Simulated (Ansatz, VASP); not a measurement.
One calculation of InP, two programs

```
In P
1.0
     0.00000    2.95378    2.95378
     2.95378    0.00000    2.95378
     2.95378    2.95378    0.00000
In P
1 1
Cartesian
  0.0000 0.0000 0.0000
  1.4769 1.4769 1.4769
```

Change from the starting cell: volume scaled by 1.02, ions relaxed.

Alike in both runs: functional PBE; k mesh 13 × 13 × 13; occupations fermi-dirac, width 0.02 eV; no spin polarisation.

Ansatz relaxed the structure, and its values are those at the end. VASP's run is a single point on that final structure, the one shown.

|  | VASP | Ansatz |
| --- | --- | --- |
| version | VASP 6.6.1 | Ansatz 0.2.0 |
| potentials or method | VASP PAW PBE potentials, release 64 (In_d, P) | plane-wave PAW, scalar-relativistic |
| plane-wave cutoff (eV) | 520 | 420 |
| valence electrons in the cell | 18 | 18 |

```csv
,VASP,Ansatz,Ansatz less VASP
pressure (GPa),1.6,1.7,+0.05
```

The functional is the same, so the differences come from potentials, cutoffs and numerics. Ansatz's warnings: stress scf threshold loose.
